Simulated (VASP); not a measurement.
Input of a VASP 6.6.1 run:

File INCAR:

```
PREC     = Accurate       # precision mode
ENCUT    = 520            # plane-wave cutoff, eV
EDIFF    = 1E-7           # SCF threshold, eV
ISMEAR   = 0              # smearing method
SIGMA    = 0.1            # smearing width, eV
LREAL    = False          # projectors in reciprocal space
LASPH    = True           # aspherical terms in the spheres
NELM     = 80             # most SCF steps
ALGO     = Fast           # electronic algorithm
ISIF     = 2              # what is computed and relaxed
LWAVE    = False          # write WAVECAR
LCHARG   = False          # write CHGCAR
GGA      = PE             # functional
NBANDS   = 28             # bands
```

The input KPOINTS:

```
Automatic mesh
0
Gamma
  10 10 10
```

Contents of POSCAR:

```
Sc3Fe
1.0
    4.2630210382      0.0000000000      0.0000000000
    0.0000000000      4.2630210382      0.0000000000
    0.0000000000      0.0000000000      4.2630210382
Sc Fe
3 1
Direct
    0.0000000000      0.5000000000      0.5000000000
    0.5000000000      0.0000000000      0.5000000000
    0.5000000000      0.5000000000      0.0000000000
    0.0000000000      0.0000000000      0.0000000000
```

Potentials or basis: VASP PAW PBE potentials, release 64 (Sc_sv, Fe).

The run is started by

```console
$ cat potpaw_PBE.64/Sc_sv/POTCAR potpaw_PBE.64/Fe/POTCAR > POTCAR
$ mpirun -np 1 vasp_std > vasp.out
```

**Question.** Predict the pressure.

**Answer.** 0.1 GPa.

Spin polarisation is off, so any magnetic state and its effect on volume and gap are missing.
